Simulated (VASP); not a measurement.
Pt:

```
Pt
1.0
     0.00000    1.96000    1.96000
     1.96000    0.00000    1.96000
     1.96000    1.96000    0.00000
Pt
1
Direct
  0.00000 0.00000 0.00000
```

Base run:

```yaml
Program: VASP 6.6.1
Functional: PBEsol
Potentials_or_basis: VASP PAW PBE potentials, release 64 (Pt)
Cutoff: 500 eV
k_mesh: 11 × 11 × 11
Occupations: fermi-dirac, width 0.05 eV
Spin: no spin polarisation
```

Its results: band gap on the k mesh zero (band 5 reaches 11.51 eV, above the bottom of band 6 at 9.40 eV); pressure -1.1 GPa.

**Question.** The run is repeated on the same cell with these changes: functional from PBEsol to PBE. What comes out?

**Answer.** Band gap on the k mesh zero (band 5 reaches 11.68 eV, above the bottom of band 6 at 9.56 eV); pressure 9.7 GPa.

PBE binds less tightly than PBEsol, so the same cell stands under more pressure.

Caveats: spin-orbit coupling is left out, which moves the levels of the heavy elements; the PAW data sets were made with another functional, which shifts forces and pressure a little (some runs).
